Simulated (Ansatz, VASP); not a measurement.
**Mo: VASP beside Ansatz**

```
CELL_PARAMETERS angstrom
2.69448 0.00000 0.00000
-1.34724 2.33349 0.00000
0.00000 0.00000 2.59351
ATOMIC_POSITIONS crystal
Mo 0.00000 0.00000 0.50000
```

Change from the starting cell: strain -0.015 along x and y, +0.015 along z, atoms carried along.

Alike in both runs: task single point; functional LDA; k mesh 18 × 18 × 18; occupations gaussian, width 0.15 eV; no spin polarisation.

|  | VASP | Ansatz |
| --- | --- | --- |
| version | VASP 6.6.1 | Ansatz 0.2.0 |
| potentials or method | VASP PAW LDA potentials, release 64 (Mo_sv), cutoff 520 eV | scalar-relativistic, plane waves, PAW |
| valence electrons in the cell | 14 | 14 |

|  | VASP | Ansatz | Ansatz less VASP |
| --- | --- | --- | --- |
| gap on the k mesh at the Fermi level (eV) | none | none | - |
| pressure (GPa) | -3.3 | -4.3 | -0.99 |
| traceless stress, the component that is largest in VASP (GPa) | -11.56 | -11.60 | -0.038 |

LDA's correlation is that of Perdew and Zunger in VASP and of Perdew and Wang (1992) in Ansatz. A gap of «none» marks a metal or a gap that the smearing closes.
